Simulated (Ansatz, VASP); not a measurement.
## SiC: VASP beside Ansatz

```xyz
16
Lattice="1.5459 -2.6775 0.0000 0.0000 0.0000 -5.0740 9.5330 4.9087 0.8458" Properties=species:S:1:pos:R:3 pbc="T T T"
Si    8.5024    3.1238   -5.0509
Si    0.7729    0.4463   -5.0509
Si    3.8647    0.4463   -5.0509
Si    5.4106    3.1238   -5.0509
Si    8.5024    4.9088   -2.5139
Si    2.3188   -0.4463   -2.5139
Si    3.8647    2.2313   -2.5139
Si    6.9565    2.2313   -2.5139
C     8.5024    3.1238   -3.1437
C     0.7729    0.4463   -3.1437
C     3.8647    0.4463   -3.1437
C     5.4106    3.1238   -3.1437
C     8.5024    4.9088   -0.6067
C     2.3188   -0.4463   -0.6067
C     3.8647    2.2313   -0.6067
C     6.9565    2.2313   -0.6067
```

Alike in both runs: task single point; functional PBE; k mesh 9 × 5 × 3; occupations gaussian, width 0.05 eV; no spin polarisation.

|  | VASP | Ansatz |
| --- | --- | --- |
| version | VASP 6.6.1 | Ansatz 0.2.0 |
| potentials or method | VASP PAW PBE potentials, release 64 (Si, C), cutoff 520 eV | scalar-relativistic, plane waves, PAW |
| valence electrons in the cell | 64 | 64 |

Ansatz gave:

```
gap on the k mesh at the Fermi level (eV)                     : 0.71
least direct gap on the mesh (eV)                             : 1.60
pressure (GPa)                                                : 0.6
traceless stress, the component that is largest in VASP (GPa) : -8.46
rms of the force components (eV/Å)                            : 0.899
```

Which values does VASP return?

gap on the k mesh at the Fermi level (eV): 0.71; least direct gap on the mesh (eV): 1.60; pressure (GPa): 0.5; traceless stress, the component that is largest in VASP (GPa): -8.46; rms of the force components (eV/Å): 0.897.

Atom by atom the forces differ by 0.004 eV/Å (rms over components). With one functional, cell and mesh, what is left measures potentials, basis and numerics.
